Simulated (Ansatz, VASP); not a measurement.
**SnO2 in VASP and in Ansatz**

```xyz
6
Lattice="3.2915 0.0000 0.0000 -1.6457 2.8505 0.0000 0.0000 0.0000 10.5914" Properties=species:S:1:pos:R:3 pbc="T T T"
Sn   -0.2567    0.0000    5.2957
Sn    0.2567    0.0000    0.0000
O     1.3858    0.9502    4.2555
O     1.9057    0.9502    1.0402
O    -0.2599    1.9003    6.3359
O     0.2599    1.9003    9.5512
```

Change from the starting cell: mode 1 frozen in at -0.254 Å, equal normal strain along x, y and z +0.0250.

Alike in both runs: task single point; functional PBE; dispersion D3(BJ); k mesh 12 × 12 × 4; occupations gaussian, width 0.05 eV; no spin polarisation.

|  | VASP | Ansatz |
| --- | --- | --- |
| version | VASP 6.6.1 | Ansatz 0.2.0 |
| potentials or method | VASP PAW PBE potentials, release 64 (Sn_d, O), cutoff 520 eV | scalar-relativistic, plane waves, PAW |
| valence electrons in the cell | 52 | 52 |

Ansatz gave:

| Item | Value |
| --- | --- |
| gap on the k mesh at the Fermi level (eV) | 1.69 |
| least direct gap on the mesh (eV) | 1.95 |
| pressure (GPa) | -8.5 |
| traceless stress, the component that is largest in VASP (GPa) | 3.21 |
| rms of the force components (eV/Å) | 0.333 |

Problem. What did VASP give for the same quantities?

Solution. gap on the k mesh at the Fermi level (eV): 1.67; least direct gap on the mesh (eV): 1.94; pressure (GPa): -8.1; traceless stress, the component that is largest in VASP (GPa): 2.93; rms of the force components (eV/Å): 0.311.

Atom by atom the forces differ by 0.022 eV/Å (rms over components).
